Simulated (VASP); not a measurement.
AgCl (Chlorargyrite):

```xyz
2
Lattice="0.0000 2.6980 2.6980 2.6980 0.0000 2.6980 2.6980 2.6980 0.0000" Properties=species:S:1:pos:R:3 pbc="T T T"
Ag    0.0000    0.0000    0.0000
Cl    2.6980    2.6980    2.6980
```

This cell differs from its parent crystal: volume scaled by 0.96.

Base run:

- Program: VASP 6.6.1
- Functional: LDA
- Potentials or basis: VASP PAW LDA potentials, release 64 (Ag, Cl)
- Cutoff: 520 eV
- k mesh: 8 × 8 × 8
- Occupations: fermi-dirac, width 0.05 eV
- Spin: no spin polarisation

Its results: band gap on the k mesh 0.65 eV, indirect (least direct gap 3.27 eV); pressure -1.5 GPa.

**Question.** The run is repeated on the same cell with these changes: k mesh from 8 × 8 × 8 to 7 × 7 × 7. What comes out?

**Answer.** Band gap on the k mesh 0.74 eV, indirect (least direct gap 3.30 eV); pressure -1.5 GPa.

A k mesh can miss the band edges.
